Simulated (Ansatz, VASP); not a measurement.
Eu: VASP beside Ansatz

The input INCAR:

```
PREC = Accurate
ENCUT = 520
EDIFF = 1E-6
ISMEAR = -1
SIGMA = 0.05
LREAL = F
LASPH = T
NELM = 150
ALGO = Normal
ISIF = 2
LWAVE = F
LCHARG = F
LNONCOLLINEAR = T
MAGMOM = 7 0 0
LORBIT = 11
LSORBIT = T
GGA_COMPAT = F
LORBMOM = T
LMAXMIX = 6
GGA = PS
NBANDS = 28
```

The input KPOINTS:

```
Automatic mesh
0
Gamma
  6 6 6
```

File POSCAR:

```
Eu
1.0
   -2.3030000000      2.3030000000      2.3030000000
    2.3030000000     -2.3030000000      2.3030000000
    2.3030000000      2.3030000000     -2.3030000000
Eu
1
Direct
    0.0000000000      0.0000000000      0.0000000000
```

The input input.yaml:

```yaml
crystal:
  lattice:
    - [-2.303, 2.303, 2.303]
    - [2.303, -2.303, 2.303]
    - [2.303, 2.303, -2.303]
  atoms:
    - { symbol: Eu, position: [0.0, 0.0, 0.0], spin: 7.0, spin_axis: [1.0, 0.0, 0.0] }
kpoints:
  mp_grid: { grid: [6, 6, 6] }
  band_path:
    path:
      - [0.0, 0.0, 0.0]
      - [0.5, -0.5, 0.5]
      - [0.0, 0.0, 0.5]
      - [0.0, 0.0, 0.0]
      - [0.25, 0.25, 0.25]
      - [0.5, -0.5, 0.5]
    npoints: 8
scf:
  occupations: { method: fermi_dirac, width: 0.05 }
hamiltonian:
  xc: pbesol
  pseudopotentials: { kind: all_electron, lapw: { basis_error: 0.001 } }
magnetization:
  noncollinear: true
  spin_orbit: true
output:
  forces: true
  stress: true
  eigenvalues: true
```

Alike in both runs: functional PBEsol; k mesh 6 × 6 × 6; occupations fermi-dirac, width 0.05 eV; non-collinear spin, spin-orbit coupling.

```csv
,VASP,Ansatz
version,VASP 6.6.1,Ansatz 0.2.0
potentials or method,"VASP PAW PBE potentials, release 64 (Eu), cutoff 520 eV","all-electron LAPW, relativistic spinors"
task,single point,band structure
```

Ansatz gave:

```
pressure (GPa)           : -2.7
net moment per atom (μB) : 7.43
```

**Question.** What did VASP give for the same quantities?

**Answer.** Pressure (GPa): -2.8; net moment per atom (μB): 7.43.

VASP's potentials were made for PBE, not for PBEsol. Ansatz ran all-electron here, and VASP with PAW potentials.

Noted on Ansatz's run: the k mesh is thin for a metal, which can move the energy by tens of meV per atom; the magnetic state may not be the lowest; the open f shell may have settled in a state that isn't the lowest.
